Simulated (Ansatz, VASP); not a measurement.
Two plane-wave programs on MgB2

Contents of INCAR:

```
SYSTEM = MgB2
  PREC = Accurate
  ENCUT = 520
  EDIFF = 1E-7
  ISMEAR = 0
  SIGMA = 0.1
  LREAL = .False.
  LASPH = .True.
  NELM = 80
  ALGO = Normal
  ISIF = 2
  LWAVE = .False.
  LCHARG = .False.
  GGA = PS
  NBANDS = 11
```

KPOINTS

```
regular mesh
0
Gamma
  15 15 12
  0 0 0
```

POSCAR

```
MgB2
1.0
    3.0307355431      0.0000000000      0.0000000000
   -1.5153677716      2.6246939725      0.0000000000
    0.0000000000      0.0000000000      3.7781004300
Mg B
1 2
Direct
    0.0000000000      0.0000000000      0.0000000000
    0.3333333333      0.6666666667      0.5000000000
    0.6666666667      0.3333333333      0.5000000000
```

Input for Ansatz:

```yaml
crystal:
  lattice:
    - [3.0307355431, 0.0, 0.0]
    - [-1.5153677716, 2.6246939725, 0.0]
    - [0.0, 0.0, 3.77810043]
  atoms:
    - { symbol: Mg, position: [0.0, 0.0, 0.0] }
    - { symbol: B, position: [0.3333333333, 0.6666666667, 0.5] }
    - { symbol: B, position: [0.6666666667, 0.3333333333, 0.5] }
basis:
  ecutwfc: 420
kpoints:
  mp_grid: { grid: [15, 15, 12] }
hamiltonian:
  xc: pbesol
scf:
  occupations: { method: gaussian, width: 0.1 }
output:
  forces: true
  stress: true
  eigenvalues: true
```

Alike in both runs: task single point; functional PBEsol; k mesh 15 × 15 × 12; occupations gaussian, width 0.1 eV; no spin polarisation.

|  | VASP | Ansatz |
| --- | --- | --- |
| version | VASP 6.6.1 | Ansatz 0.2.0 |
| potentials or method | VASP PAW PBE potentials, release 64 (Mg, B), cutoff 520 eV | scalar-relativistic, plane waves, PAW |
| valence electrons in the cell | 8 | 16 |

VASP gave:

```
gap on the k mesh at the Fermi level (eV)                     : none
pressure (GPa)                                                : -3.8
traceless stress, the component that is largest in VASP (GPa) : -15.94
```

Question: What did Ansatz give for the same quantities?

Answer: gap on the k mesh at the Fermi level (eV): none; pressure (GPa): -3.8; traceless stress, the component that is largest in VASP (GPa): -15.73.

VASP's potentials were made for PBE, not for PBEsol. A gap of «none» marks a metal or a gap that the smearing closes. The functional is the same, so the differences come from potentials, cutoffs and numerics. VASP's potentials hold 8 valence electrons a cell and Ansatz's 16, so a difference there can come from the potentials and not from the codes.
